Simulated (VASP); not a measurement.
Set up this calculation in VASP 6.6.1, as the native input.

| Quantity | Value |
| --- | --- |
| Task | single point |
| Functional | PBEsol |
| Potentials or basis | VASP PAW PBE potentials, release 64 (B, N) |
| Cutoff | 520 eV |
| k mesh | 12 × 12 × 6 |
| Occupations | gaussian, width 0.05 eV |
| Spin | no spin polarisation |
| Dipole correction | no |
| Further INCAR settings | ALGO = Normal; EDIFF = 1e-06; NBANDS = 16 |

The structure of BN lies in POSCAR:

```
BN
1.0
    2.5539396017      0.0000000000      0.0000000000
   -1.2769698009      2.2117765748      0.0000000000
    0.0000000000      0.0000000000      4.2268550000
B N
2 2
Direct
    0.6666666667      0.3333333333      0.9997240000
    0.3333333333      0.6666666667      0.4997240000
    0.7103386106      0.3653034152      0.6016177482
    0.3333333333      0.6666666667      0.1252760000
```

This cell differs from its parent crystal: atom 3 (N) moved by (+0.100, -0.100) A along [1 1 0] and z.

These files were run (other wordings do the same):

INCAR

```
SYSTEM = BN
ALGO = Normal ; EDIFF = 1E-6
ENCUT = 520 ; GGA = PS
ISIF = 2 ; ISMEAR = 0
LASPH = .True. ; LCHARG = .False.
LREAL = .False. ; LWAVE = .False.
NBANDS = 16 ; NELM = 100
PREC = Accurate ; SIGMA = 0.05
```

KPOINTS

```
k-points
0
Gamma
  12 12 6
  0 0 0
```

Potentials or basis: VASP PAW PBE potentials, release 64 (B, N).

Launch:

```bash
$ cat potpaw_PBE.64/B/POTCAR potpaw_PBE.64/N/POTCAR > POTCAR
$ mpirun -np 1 vasp_std > vasp.out
```

Results of the run:

The pressure is -1.2 GPa, the largest force is 4.868 eV/Å and the band gap on the k mesh is 5.13 eV, indirect (least direct gap 7.54 eV).

Caveat: the cell differs from its parent crystal (atom 3 (N) moved by (+0.100, -0.100) A along [1 1 0] and z); the PAW data sets were made with another functional, which shifts forces and pressure a little.

It took 74 s on 1 thread of Intel(R) Xeon(R) 6975P-C (Granite Rapids), on a shared host, peak memory 0.24 GiB.
